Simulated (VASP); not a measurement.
# TaN (R3m) in VASP: single point with LDA

Aim: the single point of TaN with LDA.

Program: VASP 6.6.1. These are calculated values, not measurements. Logs are shortened: lines on timing, memory, paths and dates and some standing lists are left out, and cuts for length are marked.

### Step 1. The cell of the first run

The structure is trigonal, space group R3m (No. 160). The conventional cell has a = 3.104 Å, b = 3.104 Å, c = 36.060 Å, α = 90.00°, β = 90.00°, γ = 120.00°. Within 2.7 Å of Ta (site symmetry 3m) lie 6 N at 2.08 to 2.65 Å. Within 2.6 Å of Ta (site symmetry 3m) lie 4 N at 1.96 to 2.08 Å. Ta (site symmetry 3m) has 4 N at 1.96 to 2.08 Å within 2.6 Å. Ta (site symmetry 3m) has 4 N at 1.96 to 2.08 Å within 2.6 Å. Within 2.7 Å of N (site symmetry 3m) lie 6 Ta at 2.08 to 2.65 Å. Within 2.6 Å of N (site symmetry 3m) lie 4 Ta at 1.96 to 2.08 Å. N (site symmetry 3m) has 4 Ta at 1.96 to 2.08 Å within 2.6 Å. Within 2.6 Å of N (site symmetry 3m) lie 4 Ta at 1.96 to 2.08 Å.

### Step 2. Single point, LDA

The input, INCAR:

```
SYSTEM = TaN
PREC     = Accurate       ! precision mode
ENCUT    = 520            ! plane-wave cutoff, eV
EDIFF    = 1E-7           ! SCF threshold, eV
ISMEAR   = 0              ! smearing method
SIGMA    = 0.15           ! smearing width, eV
LREAL    = .FALSE.        ! projectors in reciprocal space
LASPH    = .TRUE.         ! aspherical terms in the spheres
NELM     = 100            ! most SCF steps
ALGO     = Fast           ! electronic algorithm
ISIF     = 2              ! what is computed and relaxed
LWAVE    = .FALSE.        ! write WAVECAR
LCHARG   = .FALSE.        ! write CHGCAR
NBANDS   = 42             ! bands
ISYM     = 0
```

The input, KPOINTS:

```
Automatic mesh
0
G
  14 14 4
  0 0 0
```

The input, POSCAR:

```
TaN
1.0
   -3.1035877079      0.0000000000      0.0000000000
   -1.5517938539     -2.6877857979      0.0000000000
   -1.5517938539     -0.8959285993     12.0200957435
Ta N
4 4
Direct
    0.0271249488      0.0271249488      0.9186251535
    0.1937916155      0.1937916155      0.4186251535
    0.6104582822      0.6104582822      0.1686251535
    0.4437916155      0.4437916155      0.6686251535
    0.3062083845      0.3062083845      0.0813748465
    0.1395417178      0.1395417178      0.5813748465
    0.5562083845      0.5562083845      0.3313748465
    0.3895417178      0.3895417178      0.8313748465
```

Potentials or basis: VASP PAW LDA potentials, release 64 (Ta_pv, N).

The run is started by

```bash
> cat potpaw_LDA.64/Ta_pv/POTCAR potpaw_LDA.64/N/POTCAR > POTCAR
> mpirun -np 1 vasp_std > vasp.out
```

OUTCAR:

```text
SYSTEM = TaN
   PREC = Accurate
   ENCUT = 520
   EDIFF = 1E-7
   ISMEAR = 0
   LREAL = .FALSE.
   LASPH = .TRUE.
   NELM = 100
   ISIF = 2
   ISYM = 0

 ion  position               nearest neighbor table
   1  0.027  0.027  0.919-   8 2.08   8 2.08   8 2.08   5 2.65   5 2.65   5 2.65   3 3.50   4 3.50
                             4 3.50   3 3.50   4 3.50   3 3.50
   2  0.194  0.194  0.419-   6 1.96   7 2.08   7 2.08   7 2.08   3 3.50   3 3.50   4 3.50   4 3.50
                             4 3.50   3 3.50
   3  0.610  0.610  0.169-   7 1.96   5 2.08   5 2.08   5 2.08   1 3.50   2 3.50   2 3.50   1 3.50
                             2 3.50   1 3.50
   4  0.444  0.444  0.669-   8 1.96   6 2.08   6 2.08   6 2.08   1 3.50   1 3.50   2 3.50   2 3.50
                             2 3.50   1 3.50
   5  0.306  0.306  0.081-   3 2.08   3 2.08   3 2.08   1 2.65   1 2.65   1 2.65
   6  0.140  0.140  0.581-   2 1.96   4 2.08   4 2.08   4 2.08
   7  0.556  0.556  0.331-   3 1.96   2 2.08   2 2.08   2 2.08
   8  0.390  0.390  0.831-   4 1.96   1 2.08   1 2.08   1 2.08

IMPORTANT INFORMATION: All symmetrisations will be switched off!
NOSYMM: (Re-)initialisation of all symmetry stuff for point group C_1.

----------------------------------------------------------------------------------------

                                     Primitive cell

  volume of cell :     100.2690

  direct lattice vectors                    reciprocal lattice vectors
    -3.103587708  0.000000000  0.000000000    -0.322207746  0.186026729 -0.027731338
    -1.551793854 -2.687785798  0.000000000     0.000000000 -0.372053458 -0.027731338
    -1.551793854 -0.895928599 12.020095744     0.000000000  0.000000000  0.083194013

  length of vectors
     3.103587708  3.103587708 12.152919563     0.373085516  0.373085516  0.083194013

  position of ions in fractional coordinates (direct lattice)
     0.027124949  0.027124949  0.918625154
     0.193791615  0.193791615  0.418625154
     0.610458282  0.610458282  0.168625154
     0.443791615  0.443791615  0.668625154
     0.306208385  0.306208385  0.081374846
     0.139541718  0.139541718  0.581374846
     0.556208385  0.556208385  0.331374846
     0.389541718  0.389541718  0.831374846

  ion indices of the primitive-cell ions
   primitive index   ion index
                 1           1
                 2           2
                 3           3
                 4           4
                 5           5
                 6           6
                 7           7
                 8           8

----------------------------------------------------------------------------------------

 KPOINTS: Automatic mesh

Automatic generation of k-mesh.
 Grid dimensions read from file:
 generate k-points for:   14   14    4

 Generating k-lattice:

  Cartesian coordinates                     Fractional coordinates (reciprocal lattice)
    -0.023014839  0.013287623 -0.001980810     0.071428571 -0.000000000 -0.000000000
     0.000000000 -0.026575247 -0.001980810     0.000000000  0.071428571 -0.000000000
     0.000000000  0.000000000  0.020798503     0.000000000  0.000000000  0.250000000

  Length of vectors
     0.026648965  0.026648965  0.020798503

  Shift w.r.t. Gamma in fractional coordinates (k-lattice)
     0.000000000  0.000000000  0.000000000

 -----------------------------------------------------------------------------
|                                                                             |
|           W    W    AA    RRRRR   N    N  II  N    N   GGGG   !!!           |
|           W    W   A  A   R    R  NN   N  II  NN   N  G    G  !!!           |
|           W    W  A    A  R    R  N N  N  II  N N  N  G       !!!           |
|           W WW W  AAAAAA  RRRRR   N  N N  II  N  N N  G  GGG   !            |
|           WW  WW  A    A  R   R   N   NN  II  N   NN  G    G                |
|           W    W  A    A  R    R  N    N  II  N    N   GGGG   !!!           |
|                                                                             |
|     Your reciprocal lattice and k-lattice belong to different lattice       |
|     classes:                                                                |
|                                                                             |
|        The reciprocal lattice is rhombohedral (trigonal),                   |
|        whereas your k-lattice is base-centered monoclinic.                  |
|                                                                             |
|     Results are often still useful ...                                      |
|                                                                             |
 -----------------------------------------------------------------------------

 WARNING: IBZKPT: internal override: KBLOWUP is changed to .FALSE.
      ... skipping the blow-up phase ...

 Subroutine IBZKPT returns following result:
 ===========================================

 Found    396 irreducible k-points:

 Following reciprocal coordinates:
            Coordinates               Weight
  0.000000  0.000000  0.000000      1.000000
  0.071429  0.000000  0.000000      2.000000
  0.142857 -0.000000  0.000000      2.000000
  0.214286  0.000000  0.000000      2.000000
  0.285714  0.000000  0.000000      2.000000
  0.357143  0.000000  0.000000      2.000000
[... 16 lines left out ...]
  0.000000  0.142857  0.000000      2.000000
  0.071429  0.142857  0.000000      2.000000
 [... further k-points ...]
   k-points           NKPTS =    396   k-points in BZ     NKDIM =    396   number of bands    NBANDS=     42
   number of dos      NEDOS =    301   number of ions     NIONS =      8
   total plane-waves  NPLWV =  51840
   dimension x,y,z NGX =    24 NGY =   24 NGZ =   90
   dimension x,y,z NGXF=    48 NGYF=   48 NGZF=  180
   ions per type =               4   4
   NGX,Y,Z   is equivalent  to a cutoff of  12.86, 12.86, 12.31 a.u.
   NGXF,Y,Z  is equivalent  to a cutoff of  25.71, 25.71, 24.62 a.u.
 SYSTEM =  TaN
   PREC   = accura    normal or accurate (medium, high low for compatibility)
   ISTART =      0    job   : 0-new  1-cont  2-samecut
   ICHARG =      2    charge: 1-file 2-atom 10-const
   ISPIN  =      1    spin polarized calculation?
   LNONCOLLINEAR =      F non collinear calculations
   LSORBIT =      F    spin-orbit coupling
   LASPH  =      T    aspherical Exc in radial PAW
   ENCUT  =  520.0 eV  38.22 Ry    6.18 a.u.   5.77  5.77 22.60*2*pi/ulx,y,z
   NELM   =    100;   NELMIN=  2; NELMDL= -5     # of ELM steps
   EDIFF  = 0.1E-06   stopping-criterion for ELM
   LREAL  =      F    real-space projection
   EDIFFG = 0.1E-05   stopping-criterion for IOM
   NSW    =      0    number of steps for IOM
   IBRION =     -1    ionic relax: 0-MD 1-quasi-New 2-CG
   NFREE  =      0    steps in history (QN), initial steepest desc. (CG)
   ISIF   =      2    stress and relaxation
   ISYM   =      0    0-nonsym 1-usesym 2-fastsym
   POTIM  = 0.5000    time-step for ionic-motion
   TEBEG  =    0.0;   TEEND  =   0.0 temperature during run
   PSTRESS=    0.0 pullay stress
   NELECT =      64.0000    total number of electrons
   NUPDOWN=      -1.0000    fix difference up-down
   EMIN   =  10.00;   EMAX   =-10.00  energy-range for DOS
   EFERMI =   0.00;   METHOD = LEGACY
   ISMEAR =     0;   SIGMA  =   0.15  broadening in eV -4-tet -1-fermi 0-gaus
   EFERMI_NEDOS =   21; number of points for ismear=-14 and -15
   IALGO  =     68    algorithm
   IMIX   =      4    mixing-type and parameters
     AMIX     =   0.40;   BMIX     =  1.00
     AMIX_MAG =   1.60;   BMIX_MAG =  1.00
  volume/ion in A,a.u.               =      12.53        84.58
  Fermi-wavevector in a.u.,A,eV,Ry     =   1.409546  2.663656 27.032330  1.986820
  Thomas-Fermi vector in A             =   2.531591
   LORBIT       =      0    0 simple, 1 ext, 2 COOP (PROOUT), +10 PAW based schemes
   GGA     = CA    functional components
   LHFCALC =     F    Hartree Fock is set to
   AEXX    =    0.0000 exact exchange contribution
   IVDW    =     0    specifies the selected vdW correction
   LEPSILON=     F    determine dielectric tensor
   LRPA    =     F    only Hartree local field effects (RPA)
 non-spin polarized calculation
 RMM-DIIS sequential band-by-band and
 Gauss-broadening in eV      SIGMA  =   0.15
  energy-cutoff  :      520.00
  volume of cell :      100.27
 maximum number of plane-waves:      2720
   NGX = 11   NGY = 11   NGZ = 45

 number of electron      64.0000000 magnetization

 Free energy of the ion-electron system (eV)
  ---------------------------------------------------
  ext. energy  EPLUGINS =         0.00000000
  ---------------------------------------------------
  free energy    TOTEN  =       -94.15866048 eV

  energy without entropy =      -94.12498426  energy(sigma->0) =      -94.14182237

 E-fermi :   6.8541     XC(G=0): -12.6236

 val. band max:        6.8541001787   @ k =  -0.1429   0.0000   0.2500
 cond. band min:       6.8693809884   @ k =  -0.0714  -0.0714   0.2500
 fundamental gap:      0.0152808096
 Fermi energy:         6.8541193832

 k-point     1 :       0.0000    0.0000    0.0000
  band No.  band energies     occupation
      1     -29.0708      2.00000
      2     -28.5711      2.00000
      3     -28.5710      2.00000
      4     -28.4969      2.00000
      5     -28.3406      2.00000
      6     -28.1587      2.00000
[... 34 lines left out ...]
     41       9.4047      0.00000
     42       9.9383      0.00000

 k-point     2 :       0.0714    0.0000    0.0000
  band No.  band energies     occupation
      1     -29.0648      2.00000
      2     -28.6048      2.00000
      3     -28.5783      2.00000
      4     -28.4898      2.00000
      5     -28.3350      2.00000
      6     -28.1567      2.00000
[... 979 lines left out ...]
     41       9.4145      0.00000
     42      10.3927      0.00000

 k-point    24 :       0.0714    0.1429    0.0000
  band No.  band energies     occupation
      1     -29.0535      2.00000
      2     -28.6662      2.00000
      3     -28.5933      2.00000
      4     -28.4771      2.00000
      5     -28.3250      2.00000
      6     -28.1537      2.00000
[... 34 lines left out ...]
     41       9.3898      0.00000
     42      10.3362      0.00000

 [... further k-points ...]

------------------------ aborting loop because EDIFF is reached ----------------------------------------

  FORCE on cell =-STRESS in cart. coord.  units (eV):
  Direction    XX          YY          ZZ          XY          YZ          ZX
  --------------------------------------------------------------------------------------
  -------------------------------------------------------------------------------------
  Total       -1.9611967     -1.9613231     -4.2865014      0.0001097     -0.0004807     -0.0008310
  in kB      -31.3375567    -31.3395756    -68.4931192      0.0017526     -0.0076802     -0.0132777
  external PRESSURE =     -43.7234172 kB  Pullay stress =       0.0000000 kB

 VOLUME and BASIS-vectors are now :
 -----------------------------------------------------------------------------
  energy-cutoff  :      520.00
  volume of cell :      100.27
      direct lattice vectors                 reciprocal lattice vectors
    -3.103587708  0.000000000  0.000000000    -0.322207746  0.186026729 -0.027731338
    -1.551793854 -2.687785798  0.000000000     0.000000000 -0.372053458 -0.027731338
    -1.551793854 -0.895928599 12.020095744     0.000000000  0.000000000  0.083194013

 POSITION                                       TOTAL-FORCE (eV/Angst)
 -----------------------------------------------------------------------------------
     -1.55179     -0.89593     11.04196        -0.000100     -0.000057      2.189656
     -1.55179     -0.89593      5.03191         0.000015      0.000010     -0.199627
     -3.10359     -1.79186      2.02689         0.000201      0.000116      0.375165
     -3.10359     -1.79186      8.03694         0.000095      0.000057      0.176414
     -1.55179     -0.89593      0.97813        -0.000010     -0.000007     -3.494226
     -1.55179     -0.89593      6.98818        -0.000003     -0.000004     -0.148928
     -3.10359     -1.79186      3.98316        -0.000149     -0.000086      0.344485
     -3.10359     -1.79186      9.99321        -0.000049     -0.000030      0.757061
 -----------------------------------------------------------------------------------
    total drift:                               -0.000120     -0.000067      0.001085

  FREE ENERGIE OF THE ION-ELECTRON SYSTEM (eV)
  ---------------------------------------------------
  free  energy   TOTEN  =       -94.1586604824 eV

  energy  without entropy=      -94.1249842589  energy(sigma->0) =      -94.14182237
```

Run time: 82 min. Hardware: 1 thread of Oxide Virtual Turin-like, shared host; peak memory 1.1 GiB.

Results:

```yaml
Free_energy: -94.1587 eV
Pressure: -4.4 GPa
Largest_force: 3.494 eV/Å
Band_gap_on_the_k_mesh: zero (bands 32 and 33 overlap by 0.32 eV)
```

Forces on the atoms (eV/Å):
```
Ta   0.000  0.000  2.190
Ta   0.000  0.000 -0.200
Ta   0.000  0.000  0.375
Ta   0.000  0.000  0.176
N    0.000  0.000 -3.494
N    0.000  0.000 -0.149
N    0.000  0.000  0.344
N    0.000  0.000  0.757
```

Levels at points of the mesh, in eV from the Fermi level:
| k point | band 29 | band 30 | band 31 | band 32 | band 33 | band 34 | band 35 | band 36 |
| --- | --- | --- | --- | --- | --- | --- | --- | --- |
| (0.00, 0.00, 0.00) | -0.77 | -0.23 | 0.08 | 0.08 | 0.22 | 0.46 | 0.46 | 0.67 |
| (0.50, 0.00, 0.00) | -2.00 | -1.61 | -0.52 | 0.03 | 0.85 | 1.22 | 1.66 | 2.16 |
| (0.00, 0.50, 0.00) | -2.00 | -1.61 | -0.52 | 0.03 | 0.85 | 1.22 | 1.66 | 2.16 |
| (0.50, 0.50, 0.00) | -2.34 | -1.09 | -0.74 | 0.02 | 0.83 | 1.23 | 1.68 | 2.21 |
| (0.00, 0.00, 0.50) | -0.41 | -0.33 | -0.24 | 0.02 | 0.02 | 0.58 | 0.58 | 0.75 |
| (0.50, 0.00, 0.50) | -2.34 | -1.09 | -0.74 | 0.02 | 0.83 | 1.23 | 1.68 | 2.21 |
| (0.00, 0.50, 0.50) | -2.34 | -1.09 | -0.74 | 0.02 | 0.83 | 1.23 | 1.68 | 2.21 |
| (0.50, 0.50, 0.50) | -2.00 | -1.61 | -0.52 | 0.03 | 0.85 | 1.22 | 1.66 | 2.16 |

Caveat: the cell stands under tension; spin-orbit coupling is left out, which moves the levels of the heavy elements; forces of over 1 eV/Å act on the atoms, so gaps and moduli don't describe the material at rest.
